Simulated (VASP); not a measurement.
Wanted: the native input for a VASP 6.6.1 run.

| Item | Value |
| --- | --- |
| Task | single point |
| Functional | PBE |
| Potentials or basis | VASP PAW PBE potentials, release 64 (Hf_pv, N) |
| Cutoff | 520 eV |
| k mesh | 10 × 10 × 8 |
| Occupations | gaussian, width 0.05 eV |
| Spin | no spin polarisation |
| Dipole correction | no |
| Further INCAR settings | ALGO = Normal; EDIFF = 1e-07; NBANDS = 23 |

The structure of HfN lies in POSCAR:

```
HfN
1.0
    3.8459073335      0.0000000000      0.0000000000
    0.0000000000      3.8459073335      0.0000000000
    0.0000000000      0.0000000000      4.7486567739
Hf N
2 2
Direct
    0.5000000000      0.0000000000      0.1796084009
    0.0000000000      0.5000000000      0.8203915991
    0.0000000000      0.0000000000      0.0000000000
    0.5000000000      0.5000000000      0.0000000000
```

This cell differs from its parent crystal: volume scaled by 0.980.

The input as run:

INCAR

```
SYSTEM = HfN
ALGO = Normal
EDIFF = 1E-7
ENCUT = 520
GGA = PE
ISIF = 2
ISMEAR = 0
LASPH = .TRUE.
LCHARG = .TRUE.
LELF = .TRUE.
LREAL = .FALSE.
LVHAR = .TRUE.
LWAVE = .FALSE.
NBANDS = 23
NELM = 60
PREC = Accurate
SIGMA = 0.05
```

KPOINTS

```
k-points
0
G
  10 10 8
  0 0 0
```

Potentials or basis: VASP PAW PBE potentials, release 64 (Hf_pv, N).

Launch:

```bash
$ cat potpaw_PBE.64/Hf_pv/POTCAR potpaw_PBE.64/N/POTCAR > POTCAR
$ mpirun -np 1 vasp_std > vasp.out
```

Results of the run:

The pressure is 0.1 GPa and the largest force is 0.182 eV/Å. The band gap on the k mesh is zero (band 15 reaches 5.11 eV, above the bottom of band 16 at 2.87 eV).

Caveat: spin-orbit coupling is left out, which moves the levels of the heavy elements.

It took 2.9 min on 1 thread of Intel(R) Xeon(R) Platinum 8259CL CPU @ 2.50GHz (Skylake/Cascade Lake), on a shared host, peak memory 0.28 GiB.
